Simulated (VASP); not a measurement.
Input of a VASP 6.6.1 run:

File POSCAR:

```
GaN
1.0
    0.0000000000      2.2489525428      2.2489525428
    2.2489525428      0.0000000000      2.2489525428
    2.2489525428      2.2489525428      0.0000000000
Ga N
1 1
Direct
    0.0000000000      0.0000000000      0.0000000000
    0.2500000000      0.2500000000      0.2500000000
```

The input INCAR.step1:

```
SYSTEM = GaN
PREC = Accurate ; ENCUT = 520
ISMEAR = 0 ; SIGMA = 0.01
LREAL = .False. ; LASPH = .True.
NELM = 60 ; NBANDS = 16
GGA = PE ; ALGO = Normal
EDIFF = 1E-4 ; LWAVE = .True.
LCHARG = .False.
```

Contents of INCAR.step2:

```
SYSTEM = GaN
PREC = Accurate ; ENCUT = 520
EDIFF = 1E-7 ; ISMEAR = 0
SIGMA = 0.01 ; LREAL = .False.
LASPH = .True. ; NELM = 60
ALGO = Normal ; ISIF = 2
LWAVE = .False. ; LCHARG = .False.
METAGGA = R2SCAN ; LMIXTAU = .True.
NBANDS = 16 ; ISTART = 1
```

The input KPOINTS:

```
regular mesh
0
Gamma
  8 8 8
  0 0 0
```

Potentials or basis: VASP PAW PBE potentials, release 64 (Ga_d, N).

Run with:

```console
$ cat potpaw_PBE.64/Ga_d/POTCAR potpaw_PBE.64/N/POTCAR > POTCAR
$ cp INCAR.step1 INCAR
$ mpirun -np 1 vasp_std > vasp.out
$ cp INCAR.step2 INCAR
$ mpirun -np 1 vasp_std > vasp.out
```

Problem. Predict the band gap on the k mesh.

Solution. 2.16 eV, direct.

Problem. Predict the pressure.

Solution. 1.1 GPa.

Caveat: the PAW data sets were made with another functional, which shifts forces and pressure a little. r2SCAN opens gaps a little over a GGA but as a rule still falls short of measured ones.
